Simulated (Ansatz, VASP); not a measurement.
RbBr in VASP and in Ansatz

The input POSCAR:

```
RbBr
1.0
   -0.0408231919      3.8694968646      3.8694968646
    3.8694968646     -0.0408231919      3.8694968646
    3.8286736727      3.8286736727      0.0000000000
Rb Br
1 1
Direct
   -0.0024070247     -0.0024070247      0.0024070247
    0.2524070247      0.2524070247      0.2475929753
```

Contents of INCAR.step1:

```
ALGO = Normal
EDIFF = 1E-4
ENCUT = 520
GGA = PE
ISMEAR = 0
LASPH = True
LCHARG = False
LREAL = False
LWAVE = True
NBANDS = 15
NELM = 100
PREC = Accurate
SIGMA = 0.01
```

File INCAR.step2:

```
ALGO = Normal
EDIFF = 1E-6
ENCUT = 520
ISIF = 2
ISMEAR = 0
ISTART = 1
LASPH = True
LCHARG = False
LMIXTAU = True
LREAL = False
LWAVE = False
METAGGA = R2SCAN
NBANDS = 15
NELM = 100
PREC = Accurate
SIGMA = 0.01
```

Contents of KPOINTS:

```
k-points
0
Gamma
  6 6 6
```

Input for Ansatz:

```yaml
crystal:
  lattice:
    - [-0.0408231919, 3.8694968646, 3.8694968646]
    - [3.8694968646, -0.0408231919, 3.8694968646]
    - [3.8286736727, 3.8286736727, 0.0]
  atoms:
    - { symbol: Rb, position: [-0.0024070247, -0.0024070247, 0.0024070247] }
    - { symbol: Br, position: [0.2524070247, 0.2524070247, 0.2475929753] }
kpoints:
  mp_grid: { grid: [6, 6, 6] }
  band_path:
    path:
      - [0.0, 0.0, 0.0]
      - [-0.5, -0.5, 0.0]
      - [-0.375, -0.375, 0.25]
      - [-0.375, 0.0, 0.375]
      - [0.0, 0.0, 0.5]
      - [-0.5, -0.25, 0.25]
    npoints: 1
hamiltonian:
  xc: r2scan
scf:
  occupations: { method: fixed }
  n_extra_bands: 4
output:
  forces: true
  stress: true
  eigenvalues: true
  write_density: true
  write_potential: true
  elf: true
  volumetric_format: npy
```

Change from the starting cell: shear_xy strain -2.1%.

Alike in both runs: task single point; functional r2SCAN; k mesh 6 × 6 × 6; no spin polarisation.

|  | VASP | Ansatz |
| --- | --- | --- |
| version | VASP 6.6.1 | Ansatz 0.2.0 |
| potentials or method | VASP PAW PBE potentials, release 64 (Rb_sv, Br) | plane waves, PAW |
| plane-wave cutoff (eV) | 520 | 500 |
| occupations | gaussian, width 0.01 eV | fixed |
| valence electrons in the cell | 16 | 16 |

```csv
,VASP,Ansatz,Ansatz less VASP
gap on the k mesh at the Fermi level (eV),4.64,4.64,0.000
pressure (GPa),0.0,0.0,-0.01
```

VASP's potentials were made for PBE, not for r2SCAN. Ansatz's warnings: xc potential rough in thin density.
